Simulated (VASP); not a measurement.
# TiW (Cmmm) in VASP: further runs

The runs below take TiW through single point, with LDA.

Program: VASP 6.6.1. These are calculated values, not measurements. Logs are shortened: lines on timing, memory, paths and dates and some standing lists are left out, and cuts for length are marked.

## Step 1: The cell of the first run

The structure is orthorhombic, space group Cmmm (No. 65). The conventional cell has a = 3.122 Å, b = 4.417 Å, c = 4.377 Å, α = 90.00°, β = 90.00°, γ = 90.00°. Ti (site symmetry mmm) has 8 W at 2.69 to 3.11 Å and 6 Ti at 2.70 to 3.12 Å within 3.5 Å. Within 3.5 Å of W (site symmetry mmm) lie 8 Ti at 2.69 to 3.11 Å and 6 W at 2.70 to 3.12 Å.

## Step 2: Single point, LDA

INCAR

```
SYSTEM = TiW
PREC     = Accurate       ! precision mode
ENCUT    = 520            ! plane-wave cutoff, eV
EDIFF    = 1E-6           ! SCF threshold, eV
ISMEAR   = -1             ! smearing method
SIGMA    = 0.1            ! smearing width, eV
LREAL    = .FALSE.        ! projectors in reciprocal space
LASPH    = .TRUE.         ! aspherical terms in the spheres
NELM     = 60             ! most SCF steps
ALGO     = Normal         ! electronic algorithm
ISIF     = 2              ! what is computed and relaxed
LWAVE    = .FALSE.        ! write WAVECAR
LCHARG   = .TRUE.         ! write CHGCAR
LELF     = .TRUE.         ! ELF
LVHAR    = .TRUE.       
NBANDS   = 20             ! bands
```

KPOINTS

```
regular mesh
0
G
  11 11 7
  0 0 0
```

POSCAR

```
TiW
1.0
    1.5611957690     -2.2086042283      0.0000000000
    1.5611957690      2.2086042283      0.0000000000
    0.0000000000      0.0000000000      4.3769082841
Ti W
1 1
Direct
    0.0000000000      0.0000000000      0.0000000000
    0.5000000000      0.5000000000      0.5000000000
```

Potentials or basis: VASP PAW LDA potentials, release 64 (Ti_sv, W_sv).

Run with:

```console
$ cat potpaw_LDA.64/Ti_sv/POTCAR potpaw_LDA.64/W_sv/POTCAR > POTCAR
$ mpirun -np 1 vasp_std > vasp.out
```

OUTCAR:

```text
SYSTEM = TiW
   PREC = Accurate
   ENCUT = 520
   EDIFF = 1E-6
   ISMEAR = -1
   LREAL = .FALSE.
   LASPH = .TRUE.
   NELM = 60
   ISIF = 2

 ion  position               nearest neighbor table
   1  0.000  0.000  0.000-   2 2.69   2 2.69   2 2.69   2 2.69   2 3.11   2 3.11   2 3.11   2 3.11

   2  0.500  0.500  0.500-   1 2.69   1 2.69   1 2.69   1 2.69   1 3.11   1 3.11   1 3.11   1 3.11

  LATTYP: Found a base centered orthorhombic cell.
 ALAT       =     3.1223915380
 B/A-ratio  =     1.4146875569
 C/A-ratio  =     1.4017807283

  Lattice vectors:

 A1 = (   1.5611957690,  -2.2086042283,   0.0000000000)
 A2 = (   1.5611957690,   2.2086042283,   0.0000000000)
 A3 = (   0.0000000000,   0.0000000000,   4.3769082841)

Analysis of symmetry for initial positions (statically):
=====================================================================
 Subroutine PRICEL returns:
 Original cell was already a primitive cell.

 Routine SETGRP: Setting up the symmetry group for a
 base centered orthorhombic supercell.

 Subroutine GETGRP returns: Found  8 space group operations
 (whereof  8 operations were pure point group operations)
 out of a pool of  8 trial point group operations.

The static configuration has the point symmetry D_2h.

Analysis of symmetry for dynamics (positions and initial velocities):
=====================================================================
 Subroutine PRICEL returns:
 Original cell was already a primitive cell.

 Routine SETGRP: Setting up the symmetry group for a
 base centered orthorhombic supercell.

 Subroutine GETGRP returns: Found  8 space group operations
 (whereof  8 operations were pure point group operations)
 out of a pool of  8 trial point group operations.

The dynamic configuration has the point symmetry D_2h.

 Subroutine INISYM returns: Found  8 space group operations
 (whereof  8 operations are pure point group operations),
 and found     1 'primitive' translations

----------------------------------------------------------------------------------------

                                     Primitive cell

  volume of cell :      30.1837

  direct lattice vectors                    reciprocal lattice vectors
     1.561195769 -2.208604228  0.000000000     0.320267330 -0.226387324  0.000000000
     1.561195769  2.208604228  0.000000000     0.320267330  0.226387324  0.000000000
     0.000000000  0.000000000  4.376908284     0.000000000  0.000000000  0.228471774

  length of vectors
     2.704674632  2.704674632  4.376908284     0.392201967  0.392201967  0.228471774

  position of ions in fractional coordinates (direct lattice)
     0.000000000  0.000000000  0.000000000
     0.500000000  0.500000000  0.500000000

  ion indices of the primitive-cell ions
   primitive index   ion index
                 1           1
                 2           2

----------------------------------------------------------------------------------------

 KPOINTS: regular mesh

Automatic generation of k-mesh.
 Grid dimensions read from file:
 generate k-points for:   11   11    7

 Generating k-lattice:

  Cartesian coordinates                     Fractional coordinates (reciprocal lattice)
     0.029115212 -0.020580666  0.000000000     0.090909091  0.000000000  0.000000000
     0.029115212  0.020580666  0.000000000     0.000000000  0.090909091  0.000000000
     0.000000000  0.000000000  0.032638825     0.000000000  0.000000000  0.142857143

  Length of vectors
     0.035654724  0.035654724  0.032638825

  Shift w.r.t. Gamma in fractional coordinates (k-lattice)
     0.000000000  0.000000000  0.000000000

 Subroutine IBZKPT returns following result:
 ===========================================

 Found    144 irreducible k-points:

 Following reciprocal coordinates:
            Coordinates               Weight
  0.000000  0.000000  0.000000      1.000000
  0.090909  0.000000  0.000000      4.000000
  0.181818  0.000000  0.000000      4.000000
  0.272727 -0.000000  0.000000      4.000000
  0.363636  0.000000  0.000000      4.000000
  0.454545  0.000000  0.000000      4.000000
[... 16 lines left out ...]
 -0.272727  0.181818  0.000000      4.000000
 -0.181818  0.181818  0.000000      2.000000
 [... further k-points ...]
   k-points           NKPTS =    144   k-points in BZ     NKDIM =    144   number of bands    NBANDS=     20
   number of dos      NEDOS =    301   number of ions     NIONS =      2
   total plane-waves  NPLWV =  14400
   dimension x,y,z NGX =    20 NGY =   20 NGZ =   36
   dimension x,y,z NGXF=    40 NGYF=   40 NGZF=   72
   ions per type =               1   1
   NGX,Y,Z   is equivalent  to a cutoff of  12.29, 12.29, 13.67 a.u.
   NGXF,Y,Z  is equivalent  to a cutoff of  24.59, 24.59, 27.35 a.u.
 SYSTEM =  TiW
   PREC   = accura    normal or accurate (medium, high low for compatibility)
   ISTART =      0    job   : 0-new  1-cont  2-samecut
   ICHARG =      2    charge: 1-file 2-atom 10-const
   ISPIN  =      1    spin polarized calculation?
   LNONCOLLINEAR =      F non collinear calculations
   LSORBIT =      F    spin-orbit coupling
   LASPH  =      T    aspherical Exc in radial PAW
   ENCUT  =  520.0 eV  38.22 Ry    6.18 a.u.   5.03  5.03  8.14*2*pi/ulx,y,z
   NELM   =     60;   NELMIN=  2; NELMDL= -5     # of ELM steps
   EDIFF  = 0.1E-05   stopping-criterion for ELM
   LREAL  =      F    real-space projection
   EDIFFG = 0.1E-04   stopping-criterion for IOM
   NSW    =      0    number of steps for IOM
   IBRION =     -1    ionic relax: 0-MD 1-quasi-New 2-CG
   NFREE  =      0    steps in history (QN), initial steepest desc. (CG)
   ISIF   =      2    stress and relaxation
   ISYM   =      2    0-nonsym 1-usesym 2-fastsym
   POTIM  = 0.5000    time-step for ionic-motion
   TEBEG  =    0.0;   TEEND  =   0.0 temperature during run
   PSTRESS=    0.0 pullay stress
   NELECT =      26.0000    total number of electrons
   NUPDOWN=      -1.0000    fix difference up-down
   EMIN   =  10.00;   EMAX   =-10.00  energy-range for DOS
   EFERMI =   0.00;   METHOD = LEGACY
   ISMEAR =    -1;   SIGMA  =   0.10  broadening in eV -4-tet -1-fermi 0-gaus
   EFERMI_NEDOS =   21; number of points for ismear=-14 and -15
   IALGO  =     38    algorithm
   IMIX   =      4    mixing-type and parameters
     AMIX     =   0.40;   BMIX     =  1.00
     AMIX_MAG =   1.60;   BMIX_MAG =  1.00
  volume/ion in A,a.u.               =      15.09       101.84
  Fermi-wavevector in a.u.,A,eV,Ry     =   1.557669  2.943567 33.012241  2.426331
  Thomas-Fermi vector in A             =   2.661285
   LORBIT       =      0    0 simple, 1 ext, 2 COOP (PROOUT), +10 PAW based schemes
   GGA     = CA    functional components
   LHFCALC =     F    Hartree Fock is set to
   AEXX    =    0.0000 exact exchange contribution
   IVDW    =     0    specifies the selected vdW correction
   LEPSILON=     F    determine dielectric tensor
   LRPA    =     F    only Hartree local field effects (RPA)
 non-spin polarized calculation
  energy-cutoff  :      520.00
  volume of cell :       30.18
 maximum number of plane-waves:       831
   NGX = 11   NGY = 11   NGZ = 17

 number of electron      26.0000003 magnetization

 Free energy of the ion-electron system (eV)
  ---------------------------------------------------
  ext. energy  EPLUGINS =         0.00000000
  ---------------------------------------------------
  free energy    TOTEN  =       -22.79907862 eV

  energy without entropy =      -22.71558784  energy(sigma->0) =      -22.75733323

 E-fermi :  10.3115     XC(G=0): -13.3062

 val. band max:       10.3099844905   @ k =   0.1818   0.0000   0.4286
 cond. band min:      10.3126490169   @ k =  -0.1818   0.0909   0.0000
 fundamental gap:      0.0026645263
 Fermi energy:        10.3114610075

 k-point     1 :       0.0000    0.0000    0.0000
  band No.  band energies     occupation
      1     -62.5168      2.00000
      2     -45.1828      2.00000
      3     -27.1339      2.00000
      4     -26.5928      2.00000
      5     -26.3628      2.00000
      6     -21.7203      2.00000
[... 12 lines left out ...]
     19      14.1266      0.00000
     20      16.3456      0.00000

 k-point     2 :       0.0909    0.0000    0.0000
  band No.  band energies     occupation
      1     -62.5103      2.00000
      2     -45.1737      2.00000
      3     -27.1183      2.00000
      4     -26.6445      2.00000
      5     -26.4059      2.00000
      6     -21.7202      2.00000
[... 12 lines left out ...]
     19      14.4111      0.00000
     20      16.8186      0.00000

 k-point     3 :       0.1818    0.0000    0.0000
  band No.  band energies     occupation
      1     -62.4926      2.00000
      2     -45.1490      2.00000
      3     -27.0762      2.00000
      4     -26.8396      2.00000
      5     -26.4602      2.00000
      6     -21.7202      2.00000
[... 12 lines left out ...]
     19      14.4452      0.00000
     20      18.1446      0.00000

 k-point     4 :       0.2727   -0.0000    0.0000
  band No.  band energies     occupation
      1     -62.4694      2.00000
      2     -45.1165      2.00000
      3     -27.1288      2.00000
      4     -27.0202      2.00000
      5     -26.4867      2.00000
      6     -21.8967      2.00000
[... 12 lines left out ...]
     19      14.1666      0.00000
     20      19.8282      0.00000

 k-point     5 :       0.3636    0.0000    0.0000
  band No.  band energies     occupation
      1     -62.4481      2.00000
      2     -45.0864      2.00000
      3     -27.3945      2.00000
      4     -26.9681      2.00000
      5     -26.5012      2.00000
      6     -22.0909      2.00000
[... 12 lines left out ...]
     19      14.4789      0.00000
     20      20.3036      0.00000

 k-point     6 :       0.4545    0.0000    0.0000
  band No.  band energies     occupation
      1     -62.4353      2.00000
      2     -45.0685      2.00000
      3     -27.5498      2.00000
      4     -26.9368      2.00000
      5     -26.5083      2.00000
      6     -22.2052      2.00000
[... 12 lines left out ...]
     19      16.0500      0.00000
     20      18.8923      0.00000

 k-point     7 :       0.0909    0.0909    0.0000
  band No.  band energies     occupation
      1     -62.5022      2.00000
      2     -45.1620      2.00000
      3     -27.0941      2.00000
      4     -26.7149      2.00000
      5     -26.4628      2.00000
      6     -21.7274      2.00000
[... 12 lines left out ...]
     19      14.1066      0.00000
     20      17.7914      0.00000
[... 277 lines left out ...]
 k-point    20 :       0.4545    0.1818    0.0000
  band No.  band energies     occupation
      1     -62.4161      2.00000
      2     -45.0425      2.00000
      3     -27.5072      2.00000
      4     -26.9086      2.00000
      5     -26.7929      2.00000
      6     -22.1658      2.00000
[... 12 lines left out ...]
     19      16.8738      0.00000
     20      18.6983      0.00000

 k-point    21 :      -0.4545    0.1818    0.0000
  band No.  band energies     occupation
      1     -62.4190      2.00000
      2     -45.0473      2.00000
      3     -27.4816      2.00000
      4     -26.9259      2.00000
      5     -26.7589      2.00000
      6     -22.1431      2.00000
[... 12 lines left out ...]
     19      16.4669      0.00000
     20      19.7047      0.00000

 k-point    22 :      -0.3636    0.1818    0.0000
  band No.  band energies     occupation
      1     -62.4333      2.00000
      2     -45.0677      2.00000
      3     -27.3118      2.00000
      4     -26.9652      2.00000
      5     -26.7351      2.00000
      6     -22.0189      2.00000
[... 12 lines left out ...]
     19      14.5611      0.00000
     20      20.5906      0.00000

 k-point    23 :      -0.2727    0.1818    0.0000
  band No.  band energies     occupation
      1     -62.4541      2.00000
      2     -45.0970      2.00000
      3     -27.0427      2.00000
      4     -27.0138      2.00000
      5     -26.7316      2.00000
      6     -21.8282      2.00000
[... 12 lines left out ...]
     19      15.4860      0.00000
     20      18.7277      0.00000

 k-point    24 :      -0.1818    0.1818    0.0000
  band No.  band energies     occupation
      1     -62.4751      2.00000
      2     -45.1259      2.00000
      3     -27.0563      2.00000
      4     -26.7536      2.00000
      5     -26.7505      2.00000
      6     -21.6868      2.00000
[... 12 lines left out ...]
     19      16.1104      0.00000
     20      17.2706      0.00000

 [... further k-points ...]
[... 5 lines left out ...]
  --------------------------------------------------------------------------------------
  -------------------------------------------------------------------------------------
  Total        0.4195136      0.8494613      0.4995017     -0.0000000      0.0000000      0.0000000
  in kB       22.2681411     45.0901264     26.5139751     -0.0000000      0.0000000      0.0000000
  external PRESSURE =      31.2907475 kB  Pullay stress =       0.0000000 kB

 VOLUME and BASIS-vectors are now :
 -----------------------------------------------------------------------------
  energy-cutoff  :      520.00
  volume of cell :       30.18
      direct lattice vectors                 reciprocal lattice vectors
     1.561195769 -2.208604228  0.000000000     0.320267330 -0.226387324  0.000000000
     1.561195769  2.208604228  0.000000000     0.320267330  0.226387324  0.000000000
     0.000000000  0.000000000  4.376908284     0.000000000  0.000000000  0.228471774

 POSITION                                       TOTAL-FORCE (eV/Angst)
 -----------------------------------------------------------------------------------
      0.00000      0.00000      0.00000         0.000000      0.000000      0.000000
      1.56120      0.00000      2.18845        -0.000000     -0.000000      0.000000
 -----------------------------------------------------------------------------------
    total drift:                                0.000000      0.000000      0.000000

  FREE ENERGIE OF THE ION-ELECTRON SYSTEM (eV)
  ---------------------------------------------------
  free  energy   TOTEN  =       -22.7990786224 eV

  energy  without entropy=      -22.7155878398  energy(sigma->0) =      -22.75733323
```

Wall time 60 s (1 thread of Intel Xeon Platinum 8259CL at 2.50GHz (Skylake/Cascade Lake), shared host); peak memory 0.2 GiB.

Results:

```yaml
Free_energy: -22.7991 eV
Pressure: 3.1 GPa
Band_gap_on_the_k_mesh: zero (band 13 reaches 11.78 eV, above the bottom of band 14 at 9.65 eV)
```

Caveat: spin-orbit coupling is left out, which moves the levels of the heavy elements.

(Continued in part 2 of 2.)
